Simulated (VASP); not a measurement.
KCd2P2, 10 atoms in the cell. The typed cell holds 10 atoms: a = 6.345 Å, b = 6.335 Å, c = 6.750 Å, α = 89.54°, β = 118.09°, γ = 90.03°. 

| Quantity | Value |
| --- | --- |
| Program | VASP 6.6.1 |
| Task | single point |
| Functional | PBE |
| Potentials or basis | VASP PAW PBE potentials, release 64 (K_sv, Cd, P) |
| Cutoff | 500 eV |
| k mesh | 4 × 4 × 4 |
| Occupations | gaussian, width 0.2 eV |
| Spin | no spin polarisation |
| Dipole correction | no |
| Further INCAR settings | ALGO = Normal; EDIFF = 1e-06; NBANDS = 54 |

Potentials or basis: VASP PAW PBE potentials, release 64 (K_sv, Cd, P).

Command:

```sh
$ cat potpaw_PBE.64/K_sv/POTCAR potpaw_PBE.64/Cd/POTCAR potpaw_PBE.64/P/POTCAR > POTCAR
$ mpirun -np 1 vasp_std > vasp.out
```

Hardware: 1 thread of Intel(R) Xeon(R) Platinum 8488C (Sapphire Rapids) (shared host).

Question: How long does it take, and how much memory?

Answer: Wall time 4.4 min on 1 thread of Intel(R) Xeon(R) Platinum 8488C (Sapphire Rapids) (shared host), peak memory 0.55 GiB. Counts: scf iterations 14, k points 36.
